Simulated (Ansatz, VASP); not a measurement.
Two plane-wave programs on As

Contents of INCAR:

```
PREC = Accurate ; ENCUT = 520
EDIFF = 1E-7 ; ISMEAR = -1
SIGMA = 0.1 ; LREAL = False
LASPH = True ; NELM = 80
ALGO = Normal ; ISIF = 2
LWAVE = False ; LCHARG = True
LELF = True ; LVHAR = True
NBANDS = 8
```

KPOINTS

```
regular mesh
0
Gamma
  13 13 13
```

Contents of POSCAR:

```
As
1.0
    2.7036800000      0.0675920000      0.0000000000
    0.0675920000      2.7036800000      0.0000000000
    0.0000000000      0.0000000000      2.7036800000
As
1
Direct
    0.5000000000      0.5000000000      0.5000000000
```

Input for Ansatz:

```yaml
crystal:
  lattice:
    - [2.70368, 0.067592, 0.0]
    - [0.067592, 2.70368, 0.0]
    - [0.0, 0.0, 2.70368]
  atoms:
    - { symbol: As, position: [0.5, 0.5, 0.5] }
basis:
  ecutwfc: 470.0
kpoints:
  mp_grid:
    grid: [13, 13, 13]
hamiltonian:
  xc: lda
scf:
  occupations:
    method: fermi_dirac
    width: 0.1
output:
  stress: true
```

Alike in both runs: task single point; functional LDA; k mesh 13 × 13 × 13; occupations fermi-dirac, width 0.1 eV; no spin polarisation.

|  | VASP | Ansatz |
| --- | --- | --- |
| version | VASP 6.6.1 | Ansatz 0.2.0 |
| potentials or method | VASP PAW LDA potentials, release 64 (As), cutoff 520 eV | plane waves, PAW |
| valence electrons in the cell | 5 | 15 |

```tsv
	VASP	Ansatz	Ansatz less VASP
pressure (GPa)	-2.5	-2.8	-0.32
traceless stress, the component that is largest in VASP (GPa)	-1.47	-1.48	-0.009
```

LDA's correlation is that of Perdew and Zunger in VASP and of Perdew and Wang (1992) in Ansatz. VASP's potentials hold 5 valence electrons a cell and Ansatz's 15, so a difference there can come from the potentials and not from the codes.
